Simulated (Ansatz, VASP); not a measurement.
## Two plane-wave programs on Mg

Contents of INCAR:

```
SYSTEM = Mg
PREC     = Accurate       ! precision mode
ENCUT    = 520            ! plane-wave cutoff, eV
EDIFF    = 1E-6           ! SCF threshold, eV
ISMEAR   = 0              ! smearing method
SIGMA    = 0.15           ! smearing width, eV
LREAL    = .False.        ! projectors in reciprocal space
LASPH    = .True.         ! aspherical terms in the spheres
NELM     = 100            ! most SCF steps
ALGO     = Normal         ! electronic algorithm
ISIF     = 2              ! what is computed and relaxed
LWAVE    = .False.        ! write WAVECAR
LCHARG   = .True.         ! write CHGCAR
GGA      = PE             ! functional
LELF     = .True.         ! ELF
LVHAR    = .True.       
NBANDS   = 9              ! bands
```

File KPOINTS:

```
regular mesh
0
Gamma
  18 18 10
  0 0 0
```

POSCAR

```
Mg
1.0
    3.4660132551      0.0000000000      0.0000000000
   -1.7330066275      3.0016555288      0.0000000000
    0.0000000000      0.0000000000      5.0019168000
Mg
2
Direct
    0.3333333333      0.6666666667      0.2500000000
    0.6666666667      0.3333333333      0.7500000000
```

Input for Ansatz:

```yaml
crystal:
  lattice:
    - [3.4660132551, 0.0, 0.0]
    - [-1.7330066275, 3.0016555288, 0.0]
    - [0.0, 0.0, 5.0019168]
  atoms:
    - { symbol: Mg, position: [0.3333333333, 0.6666666667, 0.25] }
    - { symbol: Mg, position: [0.6666666667, 0.3333333333, 0.75] }
basis:
  ecutwfc: 420
kpoints:
  mp_grid: { grid: [18, 18, 10] }
hamiltonian:
  xc: pbe
scf:
  occupations: { method: gaussian, width: 0.15 }
output:
  forces: true
  stress: true
  eigenvalues: true
```

Change from the starting cell: strain +0.080 along x and y, -0.040 along z, atoms carried along.

Alike in both runs: task single point; functional PBE; k mesh 18 × 18 × 10; occupations gaussian, width 0.15 eV; no spin polarisation.

|  | VASP | Ansatz |
| --- | --- | --- |
| version | VASP 6.6.1 | Ansatz 0.2.0 |
| potentials or method | VASP PAW PBE potentials, release 64 (Mg), cutoff 520 eV | scalar-relativistic, plane waves, PAW |
| valence electrons in the cell | 4 | 20 |

|  | VASP | Ansatz | Ansatz less VASP |
| --- | --- | --- | --- |
| gap on the k mesh at the Fermi level (eV) | none | none | - |
| pressure (GPa) | -3.2 | -3.1 | +0.11 |
| traceless stress, the component that is largest in VASP (GPa) | 2.39 | 2.40 | +0.009 |

A gap of «none» marks a metal or a gap that the smearing closes. VASP's potentials hold 4 valence electrons a cell and Ansatz's 20, so a difference there can come from the potentials and not from the codes.
